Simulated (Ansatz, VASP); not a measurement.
**PbS: VASP beside Ansatz**

```
CELL_PARAMETERS angstrom
0.00000 2.98723 2.89762
2.98723 0.00000 2.89762
2.98723 2.98723 0.00000
ATOMIC_POSITIONS crystal
Pb 0.00000 0.00000 0.00000
S 0.50000 0.50000 0.50000
```

Change from the starting cell: uniaxial_z strain -3.0%.

Alike in both runs: task single point; functional r2SCAN; k mesh 8 × 8 × 8; no spin polarisation.

|  | VASP | Ansatz |
| --- | --- | --- |
| version | VASP 6.6.1 | Ansatz 0.2.0 |
| potentials or method | VASP PAW PBE potentials, release 64 (Pb_d, S) | plane waves, PAW |
| plane-wave cutoff (eV) | 520 | 500 |
| occupations | gaussian, width 0.01 eV | fixed |
| valence electrons in the cell | 20 | 20 |

VASP gave:

- gap on the k mesh at the Fermi level (eV): 0.56
- pressure (GPa): 2.0
- traceless stress, the component that is largest in VASP (GPa): 3.01

**Question.** Which values does Ansatz return?

**Answer.** gap on the k mesh at the Fermi level (eV): 0.55; pressure (GPa): 2.0; traceless stress, the component that is largest in VASP (GPa): 3.00.

VASP's potentials were made for PBE, not for r2SCAN.

Neither program's run includes spin-orbit coupling.
